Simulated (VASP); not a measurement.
# Al (I4/mmm) in VASP: notebook, part 2 of 2

VASP 6.6.1. The steps go on from the part before.

### Step 3. Single point, LDA (strain -0.025 along x and y, +0.000 along z)

INCAR

```
ALGO     = Normal         # electronic algorithm
EDIFF    = 1E-6           # SCF threshold, eV
ENCUT    = 520            # plane-wave cutoff, eV
GGA      = CA             # functional
ISIF     = 2              # what is computed and relaxed
ISMEAR   = 0              # smearing method
LASPH    = True           # aspherical terms in the spheres
LCHARG   = False          # write CHGCAR
LREAL    = False          # projectors in reciprocal space
LWAVE    = False          # write WAVECAR
NBANDS   = 8              # bands
NELM     = 80             # most SCF steps
PREC     = Accurate       # precision mode
SIGMA    = 0.15           # smearing width, eV
```

KPOINTS

```
k-points
0
Gamma
  20 20 20
```

POSCAR

```
Al
1.0
    0.0000000000      1.9733805000      2.0239800000
    1.9733805000      0.0000000000      2.0239800000
    1.9733805000      1.9733805000      0.0000000000
Al
1
Direct
    0.0000000000      0.0000000000      0.0000000000
```

Potentials or basis: VASP PAW LDA potentials, release 64 (Al).

Started as:

```bash
> cat potpaw_LDA.64/Al/POTCAR > POTCAR
> mpirun -np 1 vasp_std > vasp.out
```

OUTCAR:

```text
EDIFF = 1E-6
   ENCUT = 520
   GGA = CA
   ISIF = 2
   ISMEAR = 0
   LASPH = True
   LREAL = False
   NELM = 80
   PREC = Accurate

 ion  position               nearest neighbor table
   1  0.000  0.000  0.000-

  LATTYP: Found a body centered tetragonal cell.
 ALAT       =     2.7907814668
 C/A-ratio  =     1.4504754486

  Lattice vectors:

 A1 = (  -1.9733805000,   0.0000000000,   2.0239800000)
 A2 = (   1.9733805000,   0.0000000000,   2.0239800000)
 A3 = (   0.0000000000,   1.9733805000,  -2.0239800000)

Analysis of symmetry for initial positions (statically):
=====================================================================
 Subroutine PRICEL returns:
 Original cell was already a primitive cell.

 Routine SETGRP: Setting up the symmetry group for a
 body centered tetragonal supercell.

 Subroutine GETGRP returns: Found 16 space group operations
 (whereof 16 operations were pure point group operations)
 out of a pool of 16 trial point group operations.

The static configuration has the point symmetry D_4h.

Analysis of symmetry for dynamics (positions and initial velocities):
=====================================================================
 Subroutine PRICEL returns:
 Original cell was already a primitive cell.

 Routine SETGRP: Setting up the symmetry group for a
 body centered tetragonal supercell.

 Subroutine GETGRP returns: Found 16 space group operations
 (whereof 16 operations were pure point group operations)
 out of a pool of 16 trial point group operations.

The dynamic configuration has the point symmetry D_4h.

 Subroutine INISYM returns: Found 16 space group operations
 (whereof 16 operations are pure point group operations),
 and found     1 'primitive' translations

----------------------------------------------------------------------------------------

                                     Primitive cell

  volume of cell :      15.7637

  direct lattice vectors                    reciprocal lattice vectors
[... 102 lines left out ...]
   IALGO  =     38    algorithm
   IMIX   =      4    mixing-type and parameters
     AMIX     =   0.40;   BMIX     =  1.00
     AMIX_MAG =   1.60;   BMIX_MAG =  1.00
  volume/ion in A,a.u.               =      15.76       106.38
  Fermi-wavevector in a.u.,A,eV,Ry     =   0.941664  1.779487 12.064708  0.886731
  Thomas-Fermi vector in A             =   2.069197
   LORBIT       =      0    0 simple, 1 ext, 2 COOP (PROOUT), +10 PAW based schemes
   GGA     = CA    functional components
   LHFCALC =     F    Hartree Fock is set to
   AEXX    =    0.0000 exact exchange contribution
   IVDW    =     0    specifies the selected vdW correction
   LEPSILON=     F    determine dielectric tensor
   LRPA    =     F    only Hartree local field effects (RPA)
 non-spin polarized calculation
 Gauss-broadening in eV      SIGMA  =   0.15
  energy-cutoff  :      520.00
  volume of cell :       15.76
 maximum number of plane-waves:       444
 NGX is ok and might be reduce to    24
   NGX = 11   NGY = 11   NGZ = 11

 number of electron       3.0000000 magnetization

 Free energy of the ion-electron system (eV)
  ---------------------------------------------------
  ext. energy  EPLUGINS =         0.00000000
  ---------------------------------------------------
  free energy    TOTEN  =        -4.19264052 eV

  energy without entropy =       -4.18826494  energy(sigma->0) =       -4.19045273

 E-fermi :   8.3101     XC(G=0): -10.5138

 val. band max:        8.3084299792   @ k =  -0.4000   0.4000   0.1000
 cond. band min:       8.3255509912   @ k =  -0.3000   0.1000   0.0500
 fundamental gap:      0.0171210120
 Fermi energy:         8.3100815588

 k-point     1 :       0.0000    0.0000    0.0000
  band No.  band energies     occupation
      1      -3.1452      2.00000
      2      20.9097      0.00000
      3      21.1974      0.00000
      4      21.1974      0.00000
      5      22.7477      0.00000
      6      22.7477      0.00000
      7      22.8231      0.00000
      8      25.2305      0.00000
[... 243 lines left out ...]
 k-point    24 :      -0.3500    0.0500    0.0000
  band No.  band energies     occupation
      1       0.6450      2.00000
      2       7.6803      2.00000
      3      17.4619      0.00000
      4      20.6488      0.00000
      5      20.8048      0.00000
      6      21.8278      0.00000
      7      23.7523      0.00000
      8      25.8840      0.00000

 [... further k-points ...]
[... 5 lines left out ...]
  --------------------------------------------------------------------------------------
  -------------------------------------------------------------------------------------
  Total        0.0709921      0.0709921     -0.0603809      0.0000000     -0.0000000     -0.0000000
  in kB        7.2154377      7.2154377     -6.1369456      0.0000000     -0.0000000     -0.0000000
  external PRESSURE =       2.7646433 kB  Pullay stress =       0.0000000 kB

 VOLUME and BASIS-vectors are now :
 -----------------------------------------------------------------------------
  energy-cutoff  :      520.00
  volume of cell :       15.76
      direct lattice vectors                 reciprocal lattice vectors
     0.000000000  1.973380500  2.023980000    -0.253372322  0.253372322  0.247038014
     1.973380500  0.000000000  2.023980000     0.253372322 -0.253372322  0.247038014
     1.973380500  1.973380500  0.000000000     0.253372322  0.253372322 -0.247038014

 POSITION                                       TOTAL-FORCE (eV/Angst)
 -----------------------------------------------------------------------------------
      0.00000      0.00000      0.00000         0.000000      0.000000      0.000000
 -----------------------------------------------------------------------------------
    total drift:                                0.000000     -0.000000     -0.000000

  FREE ENERGIE OF THE ION-ELECTRON SYSTEM (eV)
  ---------------------------------------------------
  free  energy   TOTEN  =        -4.1926405213 eV

  energy  without entropy=       -4.1882649401  energy(sigma->0) =       -4.19045273
```

Run time: 29 s. Hardware: 1 thread of Intel Xeon Platinum 8488C (Sapphire Rapids), shared host; peak memory 0.17 GiB.

What came out:

```
Free energy : -4.1926 eV
Pressure    : 0.3 GPa
```

Levels at points of the mesh, in eV from the Fermi level:
| k point | band 1 | band 2 | band 3 | band 4 |
| --- | --- | --- | --- | --- |
| (0.00, 0.00, 0.00) | -11.46 | 12.60 | 12.89 | 12.89 |
| (0.50, 0.00, 0.00) | -4.77 | -4.49 | 11.30 | 11.33 |
| (0.50, 0.50, 0.00) | -3.29 | -2.01 | 5.47 | 6.03 |
| (0.50, 0.00, 0.50) | -2.92 | -1.48 | 5.18 | 5.47 |

Caveat: the cell differs from its parent crystal (strain -0.025 along x and y, +0.000 along z).

### Step 4. Single point, LDA (strain +0.000 along x and y, -0.025 along z)

INCAR

```
PREC = Accurate ; ENCUT = 520
EDIFF = 1E-6 ; ISMEAR = 0
SIGMA = 0.15 ; LREAL = False
LASPH = True ; NELM = 100
ALGO = Fast ; ISIF = 2
LWAVE = False ; LCHARG = False
NBANDS = 8
```

KPOINTS

```
Automatic mesh
0
Gamma
  20 20 20
```

POSCAR

```
Al
1.0
    0.0000000000      2.0239800000      1.9733805000
    2.0239800000      0.0000000000      1.9733805000
    2.0239800000      2.0239800000      0.0000000000
Al
1
Direct
    0.0000000000      0.0000000000      0.0000000000
```

Started as:

```bash
> cat potpaw_LDA.64/Al/POTCAR > POTCAR
> mpirun -np 1 vasp_std > vasp.out
```

It took 31 s on 1 thread of Intel Xeon Platinum 8488C (Sapphire Rapids), shared host; peak memory 0.18 GiB.

It converged, with:

| Item | Value |
| --- | --- |
| Free energy | -4.1912 eV |
| Pressure | -1.7 GPa |

Stress tensor (GPa, compression positive):
```
-1.90  0.00  0.00
 0.00 -1.90  0.00
 0.00  0.00 -1.33
```

Levels at points of the mesh, in eV from the Fermi level:
```
           k point  band 1  band 2  band 3  band 4  band 5  band 6
(0.00, 0.00, 0.00)  -11.27   12.57   12.57   12.84   14.08   14.16
(0.50, 0.00, 0.00)   -4.66   -4.45   11.11   11.22   11.69   11.76
(0.50, 0.50, 0.00)   -2.72   -1.29    5.08    5.29    5.29    8.80
(0.50, 0.00, 0.50)   -3.10   -1.82    5.38    5.68    5.85    9.28
```

Caveat: the cell differs from its parent crystal (strain +0.000 along x and y, -0.025 along z).

### Step 5. Overview

```csv
cell,gap on the mesh (eV),pressure (GPa)
"a = 2.829, b = 2.829, c = 2.719 Å, angles 61.3, 61.3, 57.5°, 1 atom",none,3.3
"a = 2.827, b = 2.827, c = 2.791 Å, angles 60.4, 60.4, 59.2°, 1 atom",none,0.3
"a = 2.827, b = 2.827, c = 2.862 Å, angles 59.6, 59.6, 60.8°, 1 atom",none,-1.7
```

Alike in all rows: task single point; level LDA; potentials or basis VASP PAW LDA potentials, release 64 (Al); no spin polarisation; k mesh 20 × 20 × 20; cutoff (eV) 520; smearing gaussian 0.15 eV.

Total energies depend on the potentials used, so only differences within one code and one set of settings carry meaning.
